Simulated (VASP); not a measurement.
Set up this calculation in VASP 6.6.1, as the native input.

| Quantity | Value |
| --- | --- |
| Task | single point |
| Functional | LDA |
| Potentials or basis | VASP PAW LDA potentials, release 64 (Zn, O) |
| Cutoff | 520 eV |
| k mesh | 12 × 12 × 6 |
| Occupations | gaussian, width 0.05 eV |
| Spin | no spin polarisation |
| Dipole correction | no |
| Further INCAR settings | ALGO = Normal; EDIFF = 1e-06; NBANDS = 26 |

The structure of ZnO lies in POSCAR:

```
ZnO
1.0
    3.1457972038      0.0000000000      0.0000000000
   -1.5728986019      2.7243402936      0.0000000000
    0.0000000000      0.0000000000      5.2896579982
Zn O
2 2
Direct
    0.3333333333      0.6666666667      0.0018514197
    0.6666666667      0.3333333333      0.5018514197
    0.3333333333      0.6666666667      0.3576412361
    0.6666666667      0.3333333333      0.8576412361
```

This cell differs from its parent crystal: c/a of the conventional cell at fixed volume 1.6815.

One way to write it, as run:

INCAR

```
SYSTEM = ZnO
PREC     = Accurate       ! precision mode
ENCUT    = 520            ! plane-wave cutoff, eV
EDIFF    = 1E-6           ! SCF threshold, eV
ISMEAR   = 0              ! smearing method
SIGMA    = 0.05           ! smearing width, eV
LREAL    = .False.        ! projectors in reciprocal space
LASPH    = .True.         ! aspherical terms in the spheres
NELM     = 60             ! most SCF steps
ALGO     = Normal         ! electronic algorithm
ISIF     = 2              ! what is computed and relaxed
LWAVE    = .False.        ! write WAVECAR
LCHARG   = .True.         ! write CHGCAR
LELF     = .True.         ! ELF
LVHAR    = .True.       
NBANDS   = 26             ! bands
```

KPOINTS

```
Automatic mesh
0
Gamma
  12 12 6
  0 0 0
```

Potentials or basis: VASP PAW LDA potentials, release 64 (Zn, O).

Run with:

```bash
$ cat potpaw_LDA.64/Zn/POTCAR potpaw_LDA.64/O/POTCAR > POTCAR
$ mpirun -np 1 vasp_std > vasp.out
```

It gave:

The pressure is 0.9 GPa. The largest force is 0.659 eV/Å. The band gap on the k mesh is 0.80 eV, direct.

It took 43 s on 1 thread of AMD EPYC 9R14 (Zen 4) (shared host), peak memory 0.16 GiB.
